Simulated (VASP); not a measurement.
Write the native input for VASP 6.6.1 that does the following.

```
Task                   : single point
Functional             : PBE
Potentials or basis    : VASP PAW PBE potentials, release 64 (Hf_pv, Si)
Cutoff                 : 520 eV
k mesh                 : 8 × 8 × 10
Occupations            : gaussian, width 0.1 eV
Spin                   : no spin polarisation
Dipole correction      : no
Further INCAR settings : ALGO = Normal; EDIFF = 1e-06; NBANDS = 21
```

The structure of HfSi4 lies in POSCAR:

```
HfSi4
1.0
    5.8095458740      0.0000000000      0.0000000000
    0.0000000000      5.8095458740      0.0000000000
    0.0000000000      0.0000000000      4.2990455361
Hf Si
1 4
Direct
    0.5000000000      0.5000000000      0.5000000000
    0.7927034897      0.5000000000      0.0000000000
    0.2072965103      0.5000000000      0.0000000000
    0.5000000000      0.7927034897      0.0000000000
    0.5000000000      0.2072965103      0.0000000000
```

The cell was generated, and may not be a known phase.

These files were run (other wordings do the same):

INCAR

```
SYSTEM = HfSi4
PREC     = Accurate       ! precision mode
ENCUT    = 520            ! plane-wave cutoff, eV
EDIFF    = 1E-6           ! SCF threshold, eV
ISMEAR   = 0              ! smearing method
SIGMA    = 0.1            ! smearing width, eV
LREAL    = .FALSE.        ! projectors in reciprocal space
LASPH    = .TRUE.         ! aspherical terms in the spheres
NELM     = 80             ! most SCF steps
ALGO     = Normal         ! electronic algorithm
ISIF     = 2              ! what is computed and relaxed
LWAVE    = .FALSE.        ! write WAVECAR
LCHARG   = .TRUE.         ! write CHGCAR
GGA      = PE             ! functional
LELF     = .TRUE.         ! ELF
LVHAR    = .TRUE.       
NBANDS   = 21             ! bands
```

KPOINTS

```
regular mesh
0
G
  8 8 10
  0 0 0
```

Potentials or basis: VASP PAW PBE potentials, release 64 (Hf_pv, Si).

Run with:

```sh
$ cat potpaw_PBE.64/Hf_pv/POTCAR potpaw_PBE.64/Si/POTCAR > POTCAR
$ mpirun -np 1 vasp_std > vasp.out
```

It gave:

```yaml
Pressure: 0.0 GPa
Largest_force: 0.007 eV/Å
Band_gap_on_the_k_mesh: zero (bands 13 and 14 overlap by 1.34 eV)
```

Caveat: spin-orbit coupling is left out, which moves the levels of the heavy elements.

It took 5.5 min on 1 thread of Intel Xeon 8259CL (shared host), peak memory 0.42 GiB.
